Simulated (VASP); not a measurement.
# MgO (Fm-3m) in VASP: notebook, part 2 of 3

VASP 6.6.1.

## Step 3: Single point, PBEsol

This run uses another cell than the first one, of 9.73 Å³/atom, 0.952 times its volume.

INCAR reads:

```
  PREC = Accurate
  ENCUT = 520
  EDIFF = 1E-7
  ISMEAR = -1
  SIGMA = 0.01
  LREAL = F
  LASPH = T
  NELM = 100
  ALGO = Normal
  ISIF = 2
  LWAVE = F
  LCHARG = T
  GGA = PS
  LELF = T
  LVHAR = T
  NBANDS = 11
```

KPOINTS reads:

```
regular mesh
0
Gamma
  10 10 10
```

POSCAR reads:

```
MgO
1.0
    0.0000000000      2.1351500000      2.1351500000
    2.1351500000      0.0000000000      2.1351500000
    2.1351500000      2.1351500000      0.0000000000
Mg O
1 1
Direct
    0.0000000000      0.0000000000      0.0000000000
    0.5000000000      0.5000000000      0.5000000000
```

Potentials or basis: VASP PAW PBE potentials, release 64 (Mg, O).

The run is started by

```
> cat potpaw_PBE.64/Mg/POTCAR potpaw_PBE.64/O/POTCAR > POTCAR
> mpirun -np 1 vasp_std > vasp.out
```

OUTCAR:

```text
PREC = Accurate
   ENCUT = 520
   EDIFF = 1E-7
   ISMEAR = -1
   LREAL = F
   LASPH = T
   NELM = 100
   ISIF = 2
   GGA = PS

 ion  position               nearest neighbor table
   1  0.000  0.000  0.000-   2 2.14   2 2.14   2 2.14   2 2.14   2 2.14   2 2.14
   2  0.500  0.500  0.500-   1 2.14   1 2.14   1 2.14   1 2.14   1 2.14   1 2.14

  LATTYP: Found a face centered cubic cell.
 ALAT       =     4.2703000000

  Lattice vectors:

 A1 = (   0.0000000000,   2.1351500000,   2.1351500000)
 A2 = (   2.1351500000,   0.0000000000,   2.1351500000)
 A3 = (   2.1351500000,   2.1351500000,   0.0000000000)

Analysis of symmetry for initial positions (statically):
=====================================================================
 Subroutine PRICEL returns:
 Original cell was already a primitive cell.

 Routine SETGRP: Setting up the symmetry group for a
 face centered cubic supercell.

 Subroutine GETGRP returns: Found 48 space group operations
 (whereof 48 operations were pure point group operations)
 out of a pool of 48 trial point group operations.

The static configuration has the point symmetry O_h .

Analysis of symmetry for dynamics (positions and initial velocities):
=====================================================================
 Subroutine PRICEL returns:
 Original cell was already a primitive cell.

 Routine SETGRP: Setting up the symmetry group for a
 face centered cubic supercell.

 Subroutine GETGRP returns: Found 48 space group operations
 (whereof 48 operations were pure point group operations)
 out of a pool of 48 trial point group operations.

The dynamic configuration has the point symmetry O_h .

 Subroutine INISYM returns: Found 48 space group operations
 (whereof 48 operations are pure point group operations),
 and found     1 'primitive' translations

----------------------------------------------------------------------------------------

                                     Primitive cell

  volume of cell :      19.4677

  direct lattice vectors                    reciprocal lattice vectors
     0.000000000  2.135150000  2.135150000    -0.234175585  0.234175585  0.234175585
     2.135150000  0.000000000  2.135150000     0.234175585 -0.234175585  0.234175585
     2.135150000  2.135150000  0.000000000     0.234175585  0.234175585 -0.234175585

  length of vectors
     3.019558088  3.019558088  3.019558088     0.405604011  0.405604011  0.405604011

  position of ions in fractional coordinates (direct lattice)
     0.000000000  0.000000000  0.000000000
     0.500000000  0.500000000  0.500000000

  ion indices of the primitive-cell ions
   primitive index   ion index
                 1           1
                 2           2

----------------------------------------------------------------------------------------

 KPOINTS: regular mesh

Automatic generation of k-mesh.
 Grid dimensions read from file:
 generate k-points for:   10   10   10

 Generating k-lattice:

  Cartesian coordinates                     Fractional coordinates (reciprocal lattice)
    -0.023417558  0.023417558  0.023417558     0.100000000  0.000000000  0.000000000
     0.023417558 -0.023417558  0.023417558     0.000000000  0.100000000  0.000000000
     0.023417558  0.023417558 -0.023417558     0.000000000  0.000000000  0.100000000

  Length of vectors
     0.040560401  0.040560401  0.040560401

  Shift w.r.t. Gamma in fractional coordinates (k-lattice)
     0.000000000  0.000000000  0.000000000

 Subroutine IBZKPT returns following result:
 ===========================================

 Found     47 irreducible k-points:

 Following reciprocal coordinates:
            Coordinates               Weight
  0.000000  0.000000  0.000000      1.000000
  0.100000  0.000000  0.000000      8.000000
  0.200000  0.000000  0.000000      8.000000
  0.300000  0.000000  0.000000      8.000000
  0.400000  0.000000  0.000000      8.000000
  0.500000  0.000000  0.000000      4.000000
[... 16 lines left out ...]
  0.300000  0.300000  0.000000      6.000000
  0.400000  0.300000  0.000000     24.000000
 [... further k-points ...]
   k-points           NKPTS =     47   k-points in BZ     NKDIM =     47   number of bands    NBANDS=     11
   number of dos      NEDOS =    301   number of ions     NIONS =      2
   total plane-waves  NPLWV =  13824
   dimension x,y,z NGX =    24 NGY =   24 NGZ =   24
   dimension x,y,z NGXF=    48 NGYF=   48 NGZF=   48
   ions per type =               1   1
   NGX,Y,Z   is equivalent  to a cutoff of  13.21, 13.21, 13.21 a.u.
   NGXF,Y,Z  is equivalent  to a cutoff of  26.43, 26.43, 26.43 a.u.
 SYSTEM =  unknown system
   PREC   = accura    normal or accurate (medium, high low for compatibility)
   ISTART =      0    job   : 0-new  1-cont  2-samecut
   ICHARG =      2    charge: 1-file 2-atom 10-const
   ISPIN  =      1    spin polarized calculation?
   LNONCOLLINEAR =      F non collinear calculations
   LSORBIT =      F    spin-orbit coupling
   LASPH  =      T    aspherical Exc in radial PAW
   ENCUT  =  520.0 eV  38.22 Ry    6.18 a.u.   5.61  5.61  5.61*2*pi/ulx,y,z
   NELM   =    100;   NELMIN=  2; NELMDL= -5     # of ELM steps
   EDIFF  = 0.1E-06   stopping-criterion for ELM
   LREAL  =      F    real-space projection
   EDIFFG = 0.1E-05   stopping-criterion for IOM
   NSW    =      0    number of steps for IOM
   IBRION =     -1    ionic relax: 0-MD 1-quasi-New 2-CG
   NFREE  =      0    steps in history (QN), initial steepest desc. (CG)
   ISIF   =      2    stress and relaxation
   ISYM   =      2    0-nonsym 1-usesym 2-fastsym
   POTIM  = 0.5000    time-step for ionic-motion
   TEBEG  =    0.0;   TEEND  =   0.0 temperature during run
   PSTRESS=    0.0 pullay stress
   NELECT =       8.0000    total number of electrons
   NUPDOWN=      -1.0000    fix difference up-down
   EMIN   =  10.00;   EMAX   =-10.00  energy-range for DOS
   EFERMI =   0.00;   METHOD = LEGACY
   ISMEAR =    -1;   SIGMA  =   0.01  broadening in eV -4-tet -1-fermi 0-gaus
   EFERMI_NEDOS =   21; number of points for ismear=-14 and -15
   IALGO  =     38    algorithm
   IMIX   =      4    mixing-type and parameters
     AMIX     =   0.40;   BMIX     =  1.00
     AMIX_MAG =   1.60;   BMIX_MAG =  1.00
  volume/ion in A,a.u.               =       9.73        65.69
  Fermi-wavevector in a.u.,A,eV,Ry     =   1.217119  2.300022 20.155386  1.481379
  Thomas-Fermi vector in A             =   2.352450
   LORBIT       =      0    0 simple, 1 ext, 2 COOP (PROOUT), +10 PAW based schemes
   GGA     = PS    functional components
   LHFCALC =     F    Hartree Fock is set to
   AEXX    =    0.0000 exact exchange contribution
   IVDW    =     0    specifies the selected vdW correction
   LEPSILON=     F    determine dielectric tensor
   LRPA    =     F    only Hartree local field effects (RPA)
 non-spin polarized calculation
  energy-cutoff  :      520.00
  volume of cell :       19.47
 maximum number of plane-waves:       544
   NGX = 11   NGY = 11   NGZ = 11

 number of electron       8.0000002 magnetization

 Free energy of the ion-electron system (eV)
  ---------------------------------------------------
  ext. energy  EPLUGINS =         0.00000000
  ---------------------------------------------------
  free energy    TOTEN  =       -12.49684385 eV

  energy without entropy =      -12.49684385  energy(sigma->0) =      -12.49684385

 E-fermi :   3.0498     XC(G=0): -11.1127

 val. band max:        2.7649296459   @ k =   0.0000   0.0000   0.0000
 cond. band min:       7.0120813238   @ k =   0.0000   0.0000   0.0000
 fundamental gap:      4.2471516779
 Fermi energy:         3.0497957752

 k-point     1 :       0.0000    0.0000    0.0000
  band No.  band energies     occupation
      1     -14.2324      2.00000
      2       2.7649      2.00000
      3       2.7649      2.00000
      4       2.7649      2.00000
      5       7.0121      0.00000
      6      18.1681      0.00000
      7      18.1681      0.00000
      8      18.1681      0.00000
      9      21.9039      0.00000
     10      23.7397      0.00000
     11      23.7397      0.00000
[... 309 lines left out ...]
 k-point    24 :       0.4000    0.3000    0.0000
  band No.  band energies     occupation
      1     -13.0597      2.00000
      2      -0.7287      2.00000
      3       1.5011      2.00000
      4       1.7144      2.00000
      5      11.8419      0.00000
      6      12.6351      0.00000
      7      15.8156      0.00000
      8      20.2781      0.00000
      9      20.4760      0.00000
     10      27.0273      0.00000
     11      28.8447      0.00000

 [... further k-points ...]
[... 5 lines left out ...]
  --------------------------------------------------------------------------------------
  -------------------------------------------------------------------------------------
  Total       -0.7670401     -0.7670401     -0.7670401     -0.0000000     -0.0000000     -0.0000000
  in kB      -63.1267608    -63.1267608    -63.1267608     -0.0000000     -0.0000000     -0.0000000
  external PRESSURE =     -63.1267608 kB  Pullay stress =       0.0000000 kB

 VOLUME and BASIS-vectors are now :
 -----------------------------------------------------------------------------
  energy-cutoff  :      520.00
  volume of cell :       19.47
      direct lattice vectors                 reciprocal lattice vectors
     0.000000000  2.135150000  2.135150000    -0.234175585  0.234175585  0.234175585
     2.135150000  0.000000000  2.135150000     0.234175585 -0.234175585  0.234175585
     2.135150000  2.135150000  0.000000000     0.234175585  0.234175585 -0.234175585

 POSITION                                       TOTAL-FORCE (eV/Angst)
 -----------------------------------------------------------------------------------
      0.00000      0.00000      0.00000         0.000000      0.000000      0.000000
      2.13515      2.13515      2.13515        -0.000000     -0.000000      0.000000
 -----------------------------------------------------------------------------------
    total drift:                               -0.000000     -0.000000      0.000000

  FREE ENERGIE OF THE ION-ELECTRON SYSTEM (eV)
  ---------------------------------------------------
  free  energy   TOTEN  =       -12.4968438541 eV

  energy  without entropy=      -12.4968438541  energy(sigma->0) =      -12.49684385
```

stdout:

```text
POSCAR found type information on POSCAR MgO
 POSCAR found :  2 types and       2 ions
 scaLAPACK will be used
 -----------------------------------------------------------------------------
|                                                                             |
|                                                                             |
|     You enforced a specific xc type in the INCAR file but a different       |
|     I HOPE YOU KNOW WHAT YOU ARE DOING!                                     |
|                                                                             |
 -----------------------------------------------------------------------------

 LDA part: xc-table for (Slater+PW92), standard interpolation
 POSCAR, INCAR and KPOINTS ok, starting setup
 FFT: planning ... GRIDC
 FFT: planning ... GRID_SOFT
 FFT: planning ... GRID
 WAVECAR not read
 entering main loop
```

Wall time 12 s (1 thread of Intel Xeon 6975P-C, shared host); peak memory 0.14 GiB.

Results:

| Item | Value |
| --- | --- |
| Free energy | -12.4968 eV |
| Pressure | -6.3 GPa |
| Band gap on the k mesh | 4.25 eV, direct |

Levels at points of the mesh, in eV from the valence-band top:
```csv
k point,band 1,band 2,band 3,band 4,band 5,band 6,band 7,band 8
"(0.00, 0.00, 0.00)",-17.00,0.00,0.00,0.00,4.25,15.40,15.40,15.40
"(0.50, 0.00, 0.00)",-15.79,-4.50,-0.62,-0.62,7.49,12.04,15.76,15.76
"(0.50, 0.50, 0.00)",-15.54,-3.98,-1.31,-1.31,8.87,9.44,12.54,18.23
```

Caveat: the PAW data sets were made with another functional, which shifts forces and pressure a little. PBEsol gaps usually lie below the measured ones, often by a third to a half.

(Part 2 of 3 ends here.)
